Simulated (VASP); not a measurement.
A run of VASP 6.6.1 is set up as follows.

Contents of INCAR:

```
SYSTEM = Hf3H
PREC = Accurate
ENCUT = 520
EDIFF = 1E-7
ISMEAR = 0
SIGMA = 0.1
LREAL = .FALSE.
LASPH = .TRUE.
NELM = 100
ALGO = Normal
ISIF = 2
LWAVE = .FALSE.
LCHARG = .FALSE.
GGA = PE
NBANDS = 24
```

File KPOINTS:

```
regular mesh
0
G
  12 12 6
  0 0 0
```

File POSCAR:

```
Hf3H
1.0
    3.1837360976      0.0000000000      0.0000000000
   -1.5918680488      2.7571963395      0.0000000000
    0.0000000000      0.0000000000      7.8352167468
Hf H
3 1
Direct
    0.6666666667      0.3333333333      0.6724210696
    0.3333333333      0.6666666667      0.3275789304
    0.0000000000      0.0000000000      0.0000000000
    0.0000000000      0.0000000000      0.5000000000
```

Potentials or basis: VASP PAW PBE potentials, release 64 (Hf_pv, H).

Run with:

```bash
$ cat potpaw_PBE.64/Hf_pv/POTCAR potpaw_PBE.64/H/POTCAR > POTCAR
$ mpirun -np 1 vasp_std > vasp.out
```

**Question.** Predict the pressure.

**Answer.** -0.5 GPa.

**Question.** Estimate the largest force.

**Answer.** 0.013 eV/Å.

Forces on the atoms (eV/Å):
```
Hf   0.000  0.000 -0.013
Hf   0.000  0.000  0.013
Hf   0.000  0.000  0.000
H    0.000  0.000  0.000
```
